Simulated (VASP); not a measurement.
Sn3P4: single point with PBE

The system is Sn3P4.

```
Sn P
1.0
     5.12493    0.00000    0.00000
     0.00000    5.12493    0.00000
     0.00000    0.00000    5.12493
Sn P
3 4
Direct
  0.50000 0.00000 0.00000
  0.00000 0.50000 0.00000
  0.00000 0.00000 0.50000
  0.00000 0.50000 0.50000
  0.50000 0.00000 0.50000
  0.50000 0.50000 0.00000
  0.00000 0.00000 0.00000
```

This cell differs from its parent crystal: atoms taken out.

```
Program                : VASP 6.6.1
Task                   : single point
Functional             : PBE
Potentials or basis    : VASP PAW PBE potentials, release 64 (Sn_d, P)
Cutoff                 : 520 eV
k mesh                 : 4 × 4 × 4
Occupations            : gaussian, width 0.1 eV
Spin                   : no spin polarisation
Dipole correction      : no
Further INCAR settings : ALGO = Normal; EDIFF = 1e-07; NBANDS = 40
```

```json
{
  "Pressure": "19.7 GPa",
  "Band gap on the k mesh": "zero (bands 31 and 32 overlap by 1.39 eV)"
}
```

Levels at points of the mesh, in eV from the Fermi level:
```tsv
k point	band 29	band 30	band 31	band 32	band 33	band 34
(0.00, 0.00, 0.00)	-2.67	-2.67	-0.49	0.34	0.34	0.34
(0.50, 0.00, 0.00)	-1.75	-0.43	-0.43	0.24	0.87	2.16
(0.50, 0.50, 0.00)	-0.80	-0.80	0.07	1.15	1.87	1.87
(0.50, 0.50, 0.50)	-0.33	0.90	0.90	1.52	1.52	1.91
```

Wall time 26 s on 1 thread of AMD EPYC 9R45 96-Core Processor (Zen 5) (shared host), peak memory 0.22 GiB.

Caveat: the cell differs from its parent crystal (atoms taken out); the cell stands under pressure; spin-orbit coupling is left out, which moves the levels of the heavy elements.
